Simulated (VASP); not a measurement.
Wanted: the native input for a VASP 6.6.1 run.

- Task: single point
- Functional: LDA
- Potentials or basis: VASP PAW LDA potentials, release 64 (Cu_sv_GW, O)
- Cutoff: 820 eV
- k mesh: 9 × 9 × 5
- Occupations: fermi-dirac, width 0.05 eV
- Spin: no spin polarisation
- Dipole correction: no
- Further INCAR settings: ALGO = Normal; EDIFF = 1e-06; NBANDS = 33

The structure of CuO lies in POSCAR:

```
CuO
1.0
    2.0300165018     -2.1957871937      0.0000000000
    2.0300165018      2.1957871937      0.0000000000
    0.0000000000      0.0000000000      5.2570503003
Cu O
2 2
Direct
    0.5000000000      0.0000000000      0.0000000000
    0.0000000000      0.5000000000      0.5000000000
    0.5000000000      0.5000000000      0.2500000000
    0.5000000000      0.5000000000      0.7500000000
```

The input as run:

INCAR

```
SYSTEM = CuO
ALGO = Normal
EDIFF = 1E-6
ENCUT = 820
GGA_COMPAT = .FALSE.
ISIF = 2
ISMEAR = -1
LASPH = .TRUE.
LCHARG = .FALSE.
LREAL = .FALSE.
LWAVE = .FALSE.
NBANDS = 33
NELM = 120
PREC = Accurate
SIGMA = 0.05
```

KPOINTS

```
k-points
0
G
  9 9 5
  0 0 0
```

Potentials or basis: VASP PAW LDA potentials, release 64 (Cu_sv_GW, O).

Launch:

```console
$ cat potpaw_LDA.64/Cu_sv_GW/POTCAR potpaw_LDA.64/O/POTCAR > POTCAR
$ mpirun -np 1 vasp_std > vasp.out
```

It gave:

The pressure is -19.3 GPa. The band gap on the k mesh is zero (bands 25 and 26 overlap by 0.82 eV).

Caveat: the stress differs along the axes, from -24 to -16 GPa; semilocal functionals often make such compounds metallic where correlation or magnetic order opens a gap, which also shifts bond lengths.

It took 2.3 min on 1 thread of AMD EPYC 9R45 (Zen 5) (shared host), peak memory 0.3 GiB.
